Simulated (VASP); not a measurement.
Write the native input for VASP 6.6.1 that does the following.

```
Task                   : single point
Functional             : PBEsol
Potentials or basis    : VASP PAW PBE potentials, release 64 (P)
Cutoff                 : 520 eV
k mesh                 : 8 × 1 × 6
Occupations            : gaussian, width 0.05 eV
Spin                   : no spin polarisation
Dipole correction      : no
Further INCAR settings : ALGO = Normal; EDIFF = 1e-07; NBANDS = 18
```

The structure of P lies in POSCAR:

```
P
1.0
    3.2843671017      0.0000000000      0.0000000000
    0.0000000000     34.8747470704      0.0000000000
    0.0000000000      0.0000000000      4.3481718773
P
4
Direct
    0.0000000000      0.9696876236      0.5826201292
    0.0000000000      0.0303123764      0.4173798708
    0.5000000000      0.0303123764      0.0826201292
    0.5000000000      0.9696876236      0.9173798708
```

This cell differs from its parent crystal: strain -0.0200 x Voigt [0, 0, 1, 0, 0, 0].

One way to write it, as run:

INCAR

```
  PREC = Accurate
  ENCUT = 520
  EDIFF = 1E-7
  ISMEAR = 0
  SIGMA = 0.05
  LREAL = False
  LASPH = True
  NELM = 60
  ALGO = Normal
  ISIF = 2
  LWAVE = False
  LCHARG = True
  GGA = PS
  LELF = True
  LVHAR = True
  NBANDS = 18
```

KPOINTS

```
regular mesh
0
Gamma
  8 1 6
```

Potentials or basis: VASP PAW PBE potentials, release 64 (P).

Run with:

```console
$ cat potpaw_PBE.64/P/POTCAR > POTCAR
$ mpirun -np 1 vasp_std > vasp.out
```

Results of the run:

```
Largest force          : 0.291 eV/Å
Band gap on the k mesh : 0.57 eV, direct
```

Caveat: the cell differs from its parent crystal (strain -0.0200 x Voigt [0, 0, 1, 0, 0, 0]); the PAW data sets were made with another functional, which shifts forces and pressure a little.

Wall time 2.5 min on 1 thread of Intel(R) Xeon(R) 6975P-C (Granite Rapids), on a shared host, peak memory 0.5 GiB.
